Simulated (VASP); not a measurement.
**ZnCu: single point with PBE**

Crystal: ZnCu.

```xyz
2
Lattice="2.9450 0.0000 0.0000 0.0000 2.9450 0.0000 0.0000 0.0000 2.9450" Properties=species:S:1:pos:R:3 pbc="T T T"
Zn    1.5225    1.4725    1.4725
Cu    0.0000    0.0000    0.0000
```

This cell differs from its parent crystal: all Zn atoms moved -0.050 Å, as atom 1 towards its neighbour atom 1 (Zn) at 2.945 Å.

- Program: VASP 6.6.1
- Task: single point
- Functional: PBE
- Potentials or basis: VASP PAW PBE potentials, release 64 (Zn, Cu)
- Cutoff: 520 eV
- k mesh: 16 × 16 × 16
- Occupations: gaussian, width 0.15 eV
- Spin: no spin polarisation
- Dipole correction: no
- Further INCAR settings: ALGO = Fast; EDIFF = 1e-07; NBANDS = 18

| Quantity | Value |
| --- | --- |
| Pressure | 3.0 GPa |
| Largest force | 0.244 eV/Å |

Forces on the atoms (eV/Å):
```
Zn  -0.244  0.000  0.000
Cu   0.244  0.000  0.000
```

Stress tensor (GPa, compression positive):
```
2.94 0.00 0.00
0.00 3.09 0.00
0.00 0.00 3.09
```

Levels at points of the mesh, in eV from the Fermi level:
```csv
k point,band 9,band 10,band 11,band 12,band 13,band 14,band 15,band 16
"(0.00, 0.00, 0.00)",-2.74,-2.74,-2.74,6.23,6.23,6.25,11.25,11.26
"(0.50, 0.00, 0.00)",-3.28,-3.28,-2.81,-2.01,11.67,11.67,12.39,12.39
"(0.00, 0.50, 0.00)",-3.28,-3.28,-2.81,-2.01,11.69,11.72,12.33,12.35
"(0.50, 0.50, 0.00)",-2.88,-2.50,-1.88,-1.88,1.76,2.11,13.94,15.53
"(0.00, 0.50, 0.50)",-2.89,-2.50,-1.88,-1.88,1.76,2.11,13.95,15.54
"(0.50, 0.50, 0.50)",-2.48,-2.48,3.85,4.23,4.23,4.34,4.53,4.63
```

Wall time 64 s on 1 thread of Intel(R) Xeon(R) 6975P-C (Granite Rapids) (shared host), peak memory 0.3 GiB.

Caveat: the cell differs from its parent crystal (all Zn atoms moved -0.050 Å, as atom 1 towards its neighbour atom 1 (Zn) at 2.945 Å).
